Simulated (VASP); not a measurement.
# Au in VASP: single point with PBE

Aim: the single point of Au with PBE.

Program: VASP 6.6.1. These are calculated values, not measurements. Logs are shortened: lines on timing, memory, paths and dates and some standing lists are left out, and cuts for length are marked.

### Step 1. The cell of the first run

The cell holds a slab with vacuum, 3 atoms: a = 2.940 Å, b = 2.940 Å, c = 20.158 Å, α = 90.00°, β = 90.00°, γ = 90.00°.

### Step 2. Single point, PBE

Input file INCAR:

```
ALGO = Normal
DIPOL = 0.5 0.5 0.500
EDIFF = 1E-6
ENCUT = 520
GGA = PE
IDIPOL = 3
ISIF = 2
ISMEAR = -1
LASPH = T
LCHARG = F
LDIPOL = T
LREAL = F
LWAVE = F
NBANDS = 24
NELM = 80
PREC = Accurate
SIGMA = 0.05
```

Input file KPOINTS:

```
k-points
0
Gamma
  12 12 1
```

Input file POSCAR:

```
Au
1.0
    2.9400990585      0.0000000000      0.0000000000
    0.0000000000      2.9400990585      0.0000000000
    0.0000000000      0.0000000000     20.1579000000
Au
3
Direct
    0.0000000000      0.0000000000      0.3984009316
    0.5000000000      0.5000000000      0.5000000001
    0.0000000000      0.0000000000      0.6015990684
```

Potentials or basis: VASP PAW PBE potentials, release 64 (Au).

The run is started by

```bash
$ cat potpaw_PBE.64/Au/POTCAR > POTCAR
$ mpirun -np 1 vasp_std > vasp.out
```

OUTCAR:

```text
EDIFF = 1E-6
   ENCUT = 520
   GGA = PE
   ISIF = 2
   ISMEAR = -1
   LASPH = T
   LREAL = F
   NELM = 80
   PREC = Accurate

 ion  position               nearest neighbor table
   1  0.000  0.000  0.398-   2 2.92   2 2.92   2 2.92   2 2.92
   2  0.500  0.500  0.500-   3 2.92   3 2.92   3 2.92   3 2.92   1 2.92   1 2.92   1 2.92   1 2.92

   3  0.000  0.000  0.602-   2 2.92   2 2.92   2 2.92   2 2.92

  LATTYP: Found a simple tetragonal cell.
 ALAT       =     2.9400990585
 C/A-ratio  =     6.8561975630

  Lattice vectors:

 A1 = (   2.9400990585,   0.0000000000,   0.0000000000)
 A2 = (   0.0000000000,   2.9400990585,   0.0000000000)
 A3 = (   0.0000000000,   0.0000000000,  20.1579000000)

Analysis of symmetry for initial positions (statically):
=====================================================================
 Subroutine PRICEL returns:
 Original cell was already a primitive cell.

 Routine SETGRP: Setting up the symmetry group for a
 simple tetragonal supercell.

 Subroutine GETGRP returns: Found 16 space group operations
 (whereof 16 operations were pure point group operations)
 out of a pool of 16 trial point group operations.

The static configuration has the point symmetry D_4h.

Analysis of symmetry for dynamics (positions and initial velocities):
=====================================================================
 Subroutine PRICEL returns:
 Original cell was already a primitive cell.

 Routine SETGRP: Setting up the symmetry group for a
 simple tetragonal supercell.

 Subroutine GETGRP returns: Found 16 space group operations
 (whereof 16 operations were pure point group operations)
 out of a pool of 16 trial point group operations.

The dynamic configuration has the point symmetry D_4h.

 Subroutine INISYM returns: Found 16 space group operations
 (whereof 16 operations are pure point group operations),
 and found     1 'primitive' translations

----------------------------------------------------------------------------------------

                                     Primitive cell

  volume of cell :     174.2486

  direct lattice vectors                    reciprocal lattice vectors
     2.940099058  0.000000000  0.000000000     0.340124594  0.000000000  0.000000000
     0.000000000  2.940099058  0.000000000     0.000000000  0.340124594  0.000000000
     0.000000000  0.000000000 20.157900000     0.000000000  0.000000000  0.049608342

  length of vectors
     2.940099058  2.940099058 20.157900000     0.340124594  0.340124594  0.049608342

  position of ions in fractional coordinates (direct lattice)
     0.000000000  0.000000000  0.398400932
     0.500000000  0.500000000  0.500000000
     0.000000000  0.000000000  0.601599068

  ion indices of the primitive-cell ions
   primitive index   ion index
                 1           1
                 2           2
                 3           3

----------------------------------------------------------------------------------------

 KPOINTS: k-points

Automatic generation of k-mesh.
 Grid dimensions read from file:
 generate k-points for:   12   12    1

 Generating k-lattice:

  Cartesian coordinates                     Fractional coordinates (reciprocal lattice)
     0.028343716  0.000000000  0.000000000     0.083333333  0.000000000  0.000000000
     0.000000000  0.028343716  0.000000000     0.000000000  0.083333333  0.000000000
     0.000000000  0.000000000  0.049608342     0.000000000  0.000000000  1.000000000

  Length of vectors
     0.028343716  0.028343716  0.049608342

  Shift w.r.t. Gamma in fractional coordinates (k-lattice)
     0.000000000  0.000000000  0.000000000

 Subroutine IBZKPT returns following result:
 ===========================================

 Found     28 irreducible k-points:

 Following reciprocal coordinates:
            Coordinates               Weight
  0.000000  0.000000  0.000000      1.000000
  0.083333  0.000000  0.000000      4.000000
  0.166667  0.000000  0.000000      4.000000
  0.250000  0.000000  0.000000      4.000000
  0.333333  0.000000  0.000000      4.000000
  0.416667  0.000000  0.000000      4.000000
[... 16 lines left out ...]
  0.333333  0.333333  0.000000      4.000000
  0.416667  0.333333  0.000000      8.000000
 [... further k-points ...]
   k-points           NKPTS =     28   k-points in BZ     NKDIM =     28   number of bands    NBANDS=     24
   number of dos      NEDOS =    301   number of ions     NIONS =      3
   total plane-waves  NPLWV =  86400
   dimension x,y,z NGX =    24 NGY =   24 NGZ =  150
   dimension x,y,z NGXF=    48 NGYF=   48 NGZF=  300
   ions per type =               3
   NGX,Y,Z   is equivalent  to a cutoff of  13.57, 13.57, 12.37 a.u.
   NGXF,Y,Z  is equivalent  to a cutoff of  27.14, 27.14, 24.74 a.u.
 SYSTEM =  unknown system
   PREC   = accura    normal or accurate (medium, high low for compatibility)
   ISTART =      0    job   : 0-new  1-cont  2-samecut
   ICHARG =      2    charge: 1-file 2-atom 10-const
   ISPIN  =      1    spin polarized calculation?
   LNONCOLLINEAR =      F non collinear calculations
   LSORBIT =      F    spin-orbit coupling
   LASPH  =      T    aspherical Exc in radial PAW
   ENCUT  =  520.0 eV  38.22 Ry    6.18 a.u.   5.47  5.47 37.48*2*pi/ulx,y,z
   NELM   =     80;   NELMIN=  2; NELMDL= -5     # of ELM steps
   EDIFF  = 0.1E-05   stopping-criterion for ELM
   LREAL  =      F    real-space projection
   EDIFFG = 0.1E-04   stopping-criterion for IOM
   NSW    =      0    number of steps for IOM
   IBRION =     -1    ionic relax: 0-MD 1-quasi-New 2-CG
   NFREE  =      0    steps in history (QN), initial steepest desc. (CG)
   ISIF   =      2    stress and relaxation
   ISYM   =      2    0-nonsym 1-usesym 2-fastsym
   POTIM  = 0.5000    time-step for ionic-motion
   TEBEG  =    0.0;   TEEND  =   0.0 temperature during run
   PSTRESS=    0.0 pullay stress
   NELECT =      33.0000    total number of electrons
   NUPDOWN=      -1.0000    fix difference up-down
   EMIN   =  10.00;   EMAX   =-10.00  energy-range for DOS
   EFERMI =   0.00;   METHOD = LEGACY
   ISMEAR =    -1;   SIGMA  =   0.05  broadening in eV -4-tet -1-fermi 0-gaus
   EFERMI_NEDOS =   21; number of points for ismear=-14 and -15
   IALGO  =     38    algorithm
   IMIX   =      4    mixing-type and parameters
     AMIX     =   0.40;   BMIX     =  1.00
     AMIX_MAG =   1.60;   BMIX_MAG =  1.00
  volume/ion in A,a.u.               =      58.08       391.96
  Fermi-wavevector in a.u.,A,eV,Ry     =   0.940134  1.776596 12.025535  0.883852
  Thomas-Fermi vector in A             =   2.067515
   LORBIT       =      0    0 simple, 1 ext, 2 COOP (PROOUT), +10 PAW based schemes
   GGA     = PE    functional components
   LHFCALC =     F    Hartree Fock is set to
   AEXX    =    0.0000 exact exchange contribution
   IVDW    =     0    specifies the selected vdW correction
   LEPSILON=     F    determine dielectric tensor
   LRPA    =     F    only Hartree local field effects (RPA)
 non-spin polarized calculation
  energy-cutoff  :      520.00
  volume of cell :      174.25
 maximum number of plane-waves:      4763
 NGX is ok and might be reduce to    24
   NGX = 11   NGY = 11   NGZ = 75

 number of electron      32.9999995 magnetization

 dipolmoment           0.000000      0.000000     -0.000000 electrons x Angstroem

 Free energy of the ion-electron system (eV)
  ---------------------------------------------------
  ext. energy  EPLUGINS =         0.00000000
  ---------------------------------------------------
  free energy    TOTEN  =        -8.70122863 eV

  energy without entropy =       -8.69206139  energy(sigma->0) =       -8.69664501

 E-fermi :  -0.9523     XC(G=0):  -4.6555

 val. band max:       -0.9690860285   @ k =   0.1667   0.0000   0.0000
 cond. band min:      -0.9299188147   @ k =   0.5000   0.0000   0.0000
 fundamental gap:      0.0391672139
 Fermi energy:        -0.9522922236

 k-point     1 :       0.0000    0.0000    0.0000
  band No.  band energies     occupation
      1      -9.2454      2.00000
      2      -7.0867      2.00000
      3      -6.9731      2.00000
      4      -6.7933      2.00000
      5      -5.8460      2.00000
      6      -5.2841      2.00000
[... 16 lines left out ...]
     23       6.7316      0.00000
     24       7.4312      0.00000

 k-point     2 :       0.0833    0.0000    0.0000
  band No.  band energies     occupation
      1      -9.1014      2.00000
      2      -6.9752      2.00000
      3      -6.8804      2.00000
      4      -6.7057      2.00000
      5      -5.7903      2.00000
      6      -5.2205      2.00000
[... 16 lines left out ...]
     23       6.8581      0.00000
     24       7.4477      0.00000

 k-point     3 :       0.1667    0.0000    0.0000
  band No.  band energies     occupation
      1      -8.6974      2.00000
      2      -6.7744      2.00000
      3      -6.7240      2.00000
      4      -6.3643      2.00000
      5      -5.5225      2.00000
      6      -5.0436      2.00000
[... 16 lines left out ...]
     23       6.8469      0.00000
     24       7.2240      0.00000
[... 514 lines left out ...]
 k-point    23 :       0.3333    0.3333    0.0000
  band No.  band energies     occupation
      1      -6.5786      2.00000
      2      -6.2588      2.00000
      3      -6.2391      2.00000
      4      -6.2342      2.00000
      5      -5.2197      2.00000
      6      -5.1247      2.00000
[... 16 lines left out ...]
     23       7.1219      0.00000
     24       7.7862      0.00000

 k-point    24 :       0.4167    0.3333    0.0000
  band No.  band energies     occupation
      1      -6.6362      2.00000
      2      -6.4572      2.00000
      3      -6.3651      2.00000
      4      -6.2854      2.00000
      5      -5.4125      2.00000
      6      -5.2525      2.00000
[... 16 lines left out ...]
     23       7.5044      0.00000
     24       8.1008      0.00000

 [... further k-points ...]

------------------------ aborting loop because EDIFF is reached ----------------------------------------

 vacuum level on the upper side and lower side of the slab       (xc-potential included)        -0.010        -0.010

  FORCE on cell =-STRESS in cart. coord.  units (eV):
  Direction    XX          YY          ZZ          XY          YZ          ZX
  --------------------------------------------------------------------------------------
  -------------------------------------------------------------------------------------
  Total       -2.4692645     -2.4692645     -0.0796676      0.0000000      0.0000000      0.0000000
  in kB      -22.7043454    -22.7043454     -0.7325262      0.0000000      0.0000000      0.0000000
  external PRESSURE =     -15.3804057 kB  Pullay stress =       0.0000000 kB

 VOLUME and BASIS-vectors are now :
 -----------------------------------------------------------------------------
  energy-cutoff  :      520.00
  volume of cell :      174.25
      direct lattice vectors                 reciprocal lattice vectors
     2.940099058  0.000000000  0.000000000     0.340124594  0.000000000  0.000000000
     0.000000000  2.940099058  0.000000000     0.000000000  0.340124594  0.000000000
     0.000000000  0.000000000 20.157900000     0.000000000  0.000000000  0.049608342

 POSITION                                       TOTAL-FORCE (eV/Angst)
 -----------------------------------------------------------------------------------
      0.00000      0.00000      8.03093         0.000000      0.000000      0.009356
      1.47005      1.47005     10.07895         0.000000      0.000000      0.000000
      0.00000      0.00000     12.12697         0.000000      0.000000     -0.009356
 -----------------------------------------------------------------------------------
    total drift:                               -0.000000      0.000000     -0.000002

  FREE ENERGIE OF THE ION-ELECTRON SYSTEM (eV)
  ---------------------------------------------------
  free  energy   TOTEN  =        -8.7012286298 eV

  energy  without entropy=       -8.6920613879  energy(sigma->0) =       -8.69664501

 vacuum level on the upper side and lower side of the slab         4.186         4.186
```

Run time: 1.8 min. Hardware: 1 thread of Intel Xeon Platinum 8259CL at 2.50GHz (Skylake/Cascade Lake), shared host; peak memory 0.32 GiB.

Results:

* Free energy: -8.7012 eV
* Largest force: 0.009 eV/Å

Forces on the atoms (eV/Å):
```
Au   0.000  0.000  0.009
Au   0.000  0.000  0.000
Au   0.000  0.000 -0.009
```

Caveat: spin-orbit coupling is left out, which moves the levels of the heavy elements.
